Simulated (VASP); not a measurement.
# GaGe (F-43m) in VASP: a series of runs

Runs on GaGe. Level: LDA. Tasks: single point.

All numbers are computed with VASP 6.6.1; they aren't measurements. Logs are shortened: lines on timing, memory, paths and dates and some standing lists are left out, and cuts for length are marked.

## 1. The cell of the first run

Symmetry: F-43m, No. 216, cubic system. Conventional cell: a = 5.796 Å, b = 5.796 Å, c = 5.796 Å, α = 90.00°, β = 90.00°, γ = 90.00°. Ge (site symmetry -43m) has 4 Ga at 2.51 Å within 3.3 Å. Within 3.3 Å of Ga (site symmetry -43m) lie 4 Ge at 2.51 Å.

## 2. Single point, LDA

INCAR

```
SYSTEM = GaGe
ALGO = Normal
EDIFF = 1E-6
ENCUT = 520
ISIF = 2
ISMEAR = -1
LASPH = .True.
LCHARG = .False.
LREAL = .False.
LWAVE = .False.
NBANDS = 20
NELM = 60
PREC = Accurate
SIGMA = 0.05
```

KPOINTS

```
k-points
0
Gamma
  8 8 8
  0 0 0
```

POSCAR

```
GaGe
1.0
    0.0000000000      2.8978440000      2.8978440000
    2.8978440000      0.0000000000      2.8978440000
    2.8978440000      2.8978440000      0.0000000000
Ge Ga
1 1
Direct
    0.0000000000      0.0000000000      0.0000000000
    0.2500000000      0.2500000000      0.2500000000
```

Potentials or basis: VASP PAW LDA potentials, release 64 (Ge_d, Ga_d).

Launch:

```
$ cat potpaw_LDA.64/Ge_d/POTCAR potpaw_LDA.64/Ga_d/POTCAR > POTCAR
$ mpirun -np 1 vasp_std > vasp.out
```

OUTCAR:

```text
SYSTEM = GaGe
   EDIFF = 1E-6
   ENCUT = 520
   ISIF = 2
   ISMEAR = -1
   LASPH = .True.
   LREAL = .False.
   NELM = 60
   PREC = Accurate

 ion  position               nearest neighbor table
   1  0.000  0.000  0.000-   2 2.51   2 2.51   2 2.51   2 2.51
   2  0.250  0.250  0.250-   1 2.51   1 2.51   1 2.51   1 2.51

  LATTYP: Found a face centered cubic cell.
 ALAT       =     5.7956880000

  Lattice vectors:

 A1 = (   0.0000000000,   2.8978440000,   2.8978440000)
 A2 = (   2.8978440000,   0.0000000000,   2.8978440000)
 A3 = (   2.8978440000,   2.8978440000,   0.0000000000)

Analysis of symmetry for initial positions (statically):
=====================================================================
 Subroutine PRICEL returns:
 Original cell was already a primitive cell.

 Routine SETGRP: Setting up the symmetry group for a
 face centered cubic supercell.

 Subroutine GETGRP returns: Found 24 space group operations
 (whereof 24 operations were pure point group operations)
 out of a pool of 48 trial point group operations.

The static configuration has the point symmetry T_d .

Analysis of symmetry for dynamics (positions and initial velocities):
=====================================================================
 Subroutine PRICEL returns:
 Original cell was already a primitive cell.

 Routine SETGRP: Setting up the symmetry group for a
 face centered cubic supercell.

 Subroutine GETGRP returns: Found 24 space group operations
 (whereof 24 operations were pure point group operations)
 out of a pool of 48 trial point group operations.

The dynamic configuration has the point symmetry T_d .

 Subroutine INISYM returns: Found 24 space group operations
 (whereof 24 operations are pure point group operations),
 and found     1 'primitive' translations

----------------------------------------------------------------------------------------

                                     Primitive cell

  volume of cell :      48.6693

  direct lattice vectors                    reciprocal lattice vectors
     0.000000000  2.897844000  2.897844000    -0.172542069  0.172542069  0.172542069
     2.897844000  0.000000000  2.897844000     0.172542069 -0.172542069  0.172542069
     2.897844000  2.897844000  0.000000000     0.172542069  0.172542069 -0.172542069

  length of vectors
     4.098170286  4.098170286  4.098170286     0.298851630  0.298851630  0.298851630

  position of ions in fractional coordinates (direct lattice)
     0.000000000  0.000000000  0.000000000
     0.250000000  0.250000000  0.250000000

  ion indices of the primitive-cell ions
   primitive index   ion index
                 1           1
                 2           2

----------------------------------------------------------------------------------------

 KPOINTS: k-points

Automatic generation of k-mesh.
 Grid dimensions read from file:
 generate k-points for:    8    8    8

 Generating k-lattice:

  Cartesian coordinates                     Fractional coordinates (reciprocal lattice)
    -0.021567759  0.021567759  0.021567759     0.125000000  0.000000000  0.000000000
     0.021567759 -0.021567759  0.021567759     0.000000000  0.125000000  0.000000000
     0.021567759  0.021567759 -0.021567759     0.000000000  0.000000000  0.125000000

  Length of vectors
     0.037356454  0.037356454  0.037356454

  Shift w.r.t. Gamma in fractional coordinates (k-lattice)
     0.000000000  0.000000000  0.000000000

 Subroutine IBZKPT returns following result:
 ===========================================

 Found     29 irreducible k-points:

 Following reciprocal coordinates:
            Coordinates               Weight
  0.000000  0.000000  0.000000      1.000000
  0.125000  0.000000  0.000000      8.000000
  0.250000  0.000000  0.000000      8.000000
  0.375000  0.000000  0.000000      8.000000
  0.500000  0.000000  0.000000      4.000000
  0.125000  0.125000  0.000000      6.000000
[... 16 lines left out ...]
  0.500000  0.250000  0.125000     48.000000
 -0.375000  0.250000  0.125000     24.000000
 [... further k-points ...]
   k-points           NKPTS =     29   k-points in BZ     NKDIM =     29   number of bands    NBANDS=     20
   number of dos      NEDOS =    301   number of ions     NIONS =      2
   total plane-waves  NPLWV =  27000
   dimension x,y,z NGX =    30 NGY =   30 NGZ =   30
   dimension x,y,z NGXF=    60 NGYF=   60 NGZF=   60
   ions per type =               1   1
   NGX,Y,Z   is equivalent  to a cutoff of  12.17, 12.17, 12.17 a.u.
   NGXF,Y,Z  is equivalent  to a cutoff of  24.34, 24.34, 24.34 a.u.
 SYSTEM =  GaGe
   PREC   = accura    normal or accurate (medium, high low for compatibility)
   ISTART =      0    job   : 0-new  1-cont  2-samecut
   ICHARG =      2    charge: 1-file 2-atom 10-const
   ISPIN  =      1    spin polarized calculation?
   LNONCOLLINEAR =      F non collinear calculations
   LSORBIT =      F    spin-orbit coupling
   LASPH  =      T    aspherical Exc in radial PAW
   ENCUT  =  520.0 eV  38.22 Ry    6.18 a.u.   7.62  7.62  7.62*2*pi/ulx,y,z
   NELM   =     60;   NELMIN=  2; NELMDL= -5     # of ELM steps
   EDIFF  = 0.1E-05   stopping-criterion for ELM
   LREAL  =      F    real-space projection
   EDIFFG = 0.1E-04   stopping-criterion for IOM
   NSW    =      0    number of steps for IOM
   IBRION =     -1    ionic relax: 0-MD 1-quasi-New 2-CG
   NFREE  =      0    steps in history (QN), initial steepest desc. (CG)
   ISIF   =      2    stress and relaxation
   ISYM   =      2    0-nonsym 1-usesym 2-fastsym
   POTIM  = 0.5000    time-step for ionic-motion
   TEBEG  =    0.0;   TEEND  =   0.0 temperature during run
   PSTRESS=    0.0 pullay stress
   NELECT =      27.0000    total number of electrons
   NUPDOWN=      -1.0000    fix difference up-down
   EMIN   =  10.00;   EMAX   =-10.00  energy-range for DOS
   EFERMI =   0.00;   METHOD = LEGACY
   ISMEAR =    -1;   SIGMA  =   0.05  broadening in eV -4-tet -1-fermi 0-gaus
   EFERMI_NEDOS =   21; number of points for ismear=-14 and -15
   IALGO  =     38    algorithm
   IMIX   =      4    mixing-type and parameters
     AMIX     =   0.40;   BMIX     =  1.00
     AMIX_MAG =   1.60;   BMIX_MAG =  1.00
  volume/ion in A,a.u.               =      24.33       164.22
  Fermi-wavevector in a.u.,A,eV,Ry     =   1.345172  2.542006 24.619567  1.809487
  Thomas-Fermi vector in A             =   2.473106
   LORBIT       =      0    0 simple, 1 ext, 2 COOP (PROOUT), +10 PAW based schemes
   GGA     = CA    functional components
   LHFCALC =     F    Hartree Fock is set to
   AEXX    =    0.0000 exact exchange contribution
   IVDW    =     0    specifies the selected vdW correction
   LEPSILON=     F    determine dielectric tensor
   LRPA    =     F    only Hartree local field effects (RPA)
 non-spin polarized calculation
  energy-cutoff  :      520.00
  volume of cell :       48.67
 maximum number of plane-waves:      1363
   NGX = 15   NGY = 15   NGZ = 15

 number of electron      26.9999991 magnetization

 Free energy of the ion-electron system (eV)
  ---------------------------------------------------
  ext. energy  EPLUGINS =         0.00000000
  ---------------------------------------------------
  free energy    TOTEN  =        -8.39126337 eV

  energy without entropy =       -8.38270548  energy(sigma->0) =       -8.38698443

 E-fermi :   2.8005     XC(G=0):  -9.8944

 val. band max:        2.5621965127   @ k =   0.2500   0.2500   0.0000
 cond. band min:       2.8407022405   @ k =   0.3750   0.1250   0.0000
 fundamental gap:      0.2785057278
 Fermi energy:         2.8005498356

 k-point     1 :       0.0000    0.0000    0.0000
  band No.  band energies     occupation
      1     -21.2561      2.00000
      2     -21.2561      2.00000
      3     -21.2561      2.00000
      4     -21.2363      2.00000
      5     -21.2363      2.00000
      6     -11.6474      2.00000
[... 12 lines left out ...]
     19      10.3694      0.00000
     20      13.6281      0.00000

 k-point     2 :       0.1250    0.0000    0.0000
  band No.  band energies     occupation
      1     -21.2561      2.00000
      2     -21.2557      2.00000
      3     -21.2557      2.00000
      4     -21.2362      2.00000
      5     -21.2362      2.00000
      6     -11.6513      2.00000
[... 12 lines left out ...]
     19      11.3385      0.00000
     20      12.6282      0.00000

 k-point     3 :       0.2500    0.0000    0.0000
  band No.  band energies     occupation
      1     -21.2560      2.00000
      2     -21.2548      2.00000
      3     -21.2548      2.00000
      4     -21.2359      2.00000
      5     -21.2359      2.00000
      6     -11.6606      2.00000
[... 12 lines left out ...]
     19      11.8533      0.00000
     20      12.3852      0.00000

 k-point     4 :       0.3750    0.0000    0.0000
  band No.  band energies     occupation
      1     -21.2560      2.00000
      2     -21.2540      2.00000
      3     -21.2540      2.00000
      4     -21.2356      2.00000
      5     -21.2356      2.00000
      6     -11.6700      2.00000
[... 12 lines left out ...]
     19      12.2877      0.00000
     20      13.5451      0.00000

 k-point     5 :       0.5000    0.0000    0.0000
  band No.  band energies     occupation
      1     -21.2560      2.00000
      2     -21.2537      2.00000
      3     -21.2537      2.00000
      4     -21.2354      2.00000
      5     -21.2354      2.00000
      6     -11.6739      2.00000
[... 12 lines left out ...]
     19      14.1082      0.00000
     20      15.1589      0.00000

 k-point     6 :       0.1250    0.1250    0.0000
  band No.  band energies     occupation
      1     -21.2566      2.00000
      2     -21.2553      2.00000
      3     -21.2553      2.00000
      4     -21.2366      2.00000
      5     -21.2358      2.00000
      6     -11.6553      2.00000
[... 12 lines left out ...]
     19      11.3393      0.00000
     20      11.6896      0.00000

 k-point     7 :       0.2500    0.1250    0.0000
  band No.  band energies     occupation
      1     -21.2567      2.00000
      2     -21.2545      2.00000
      3     -21.2544      2.00000
      4     -21.2366      2.00000
      5     -21.2354      2.00000
      6     -11.6633      2.00000
[... 12 lines left out ...]
     19      11.3574      0.00000
     20      12.9305      0.00000
[... 277 lines left out ...]
 k-point    20 :      -0.3750    0.3750    0.0000
  band No.  band energies     occupation
      1     -21.2573      2.00000
      2     -21.2522      2.00000
      3     -21.2515      2.00000
      4     -21.2371      2.00000
      5     -21.2340      2.00000
      6     -11.6862      2.00000
[... 12 lines left out ...]
     19      12.2492      0.00000
     20      13.8562      0.00000

 k-point    21 :       0.5000    0.5000    0.0000
  band No.  band energies     occupation
      1     -21.2594      2.00000
      2     -21.2507      2.00000
      3     -21.2507      2.00000
      4     -21.2382      2.00000
      5     -21.2330      2.00000
      6     -11.6954      2.00000
[... 12 lines left out ...]
     19      14.9070      0.00000
     20      16.1475      0.00000

 k-point    22 :       0.3750    0.2500    0.1250
  band No.  band energies     occupation
      1     -21.2569      2.00000
      2     -21.2537      2.00000
      3     -21.2535      2.00000
      4     -21.2367      2.00000
      5     -21.2349      2.00000
      6     -11.6711      2.00000
[... 12 lines left out ...]
     19      12.0889      0.00000
     20      14.0385      0.00000

 k-point    23 :       0.5000    0.2500    0.1250
  band No.  band energies     occupation
      1     -21.2562      2.00000
      2     -21.2537      2.00000
      3     -21.2526      2.00000
      4     -21.2364      2.00000
      5     -21.2348      2.00000
      6     -11.6765      2.00000
[... 12 lines left out ...]
     19      13.1614      0.00000
     20      13.8474      0.00000

 k-point    24 :      -0.3750    0.2500    0.1250
  band No.  band energies     occupation
      1     -21.2556      2.00000
      2     -21.2541      2.00000
      3     -21.2523      2.00000
      4     -21.2361      2.00000
      5     -21.2349      2.00000
      6     -11.6784      2.00000
[... 12 lines left out ...]
     19      11.8579      0.00000
     20      14.6853      0.00000

 [... further k-points ...]

------------------------ aborting loop because EDIFF is reached ----------------------------------------

  FORCE on cell =-STRESS in cart. coord.  units (eV):
  Direction    XX          YY          ZZ          XY          YZ          ZX
  --------------------------------------------------------------------------------------
  -------------------------------------------------------------------------------------
  Total       -1.2096047     -1.2096047     -1.2096047      0.0000000     -0.0000000     -0.0000000
  in kB      -39.8197971    -39.8197971    -39.8197971      0.0000000     -0.0000000     -0.0000000
  external PRESSURE =     -39.8197971 kB  Pullay stress =       0.0000000 kB

 VOLUME and BASIS-vectors are now :
 -----------------------------------------------------------------------------
  energy-cutoff  :      520.00
  volume of cell :       48.67
      direct lattice vectors                 reciprocal lattice vectors
     0.000000000  2.897844000  2.897844000    -0.172542069  0.172542069  0.172542069
     2.897844000  0.000000000  2.897844000     0.172542069 -0.172542069  0.172542069
     2.897844000  2.897844000  0.000000000     0.172542069  0.172542069 -0.172542069

 POSITION                                       TOTAL-FORCE (eV/Angst)
 -----------------------------------------------------------------------------------
      0.00000      0.00000      0.00000         0.000000      0.000000      0.000000
      1.44892      1.44892      1.44892        -0.000000     -0.000000     -0.000000
 -----------------------------------------------------------------------------------
    total drift:                                0.000001      0.000001      0.000001

  FREE ENERGIE OF THE ION-ELECTRON SYSTEM (eV)
  ---------------------------------------------------
  free  energy   TOTEN  =        -8.3912633654 eV

  energy  without entropy=       -8.3827054847  energy(sigma->0) =       -8.38698443
```

Wall time 9.2 s (1 thread of Intel Xeon 6975P-C (Granite Rapids), shared host); peak memory 0.16 GiB.

What came out:

| Quantity | Value |
| --- | --- |
| Free energy | -8.3913 eV |
| Pressure | -4.0 GPa |

[end of part 1 of 3]
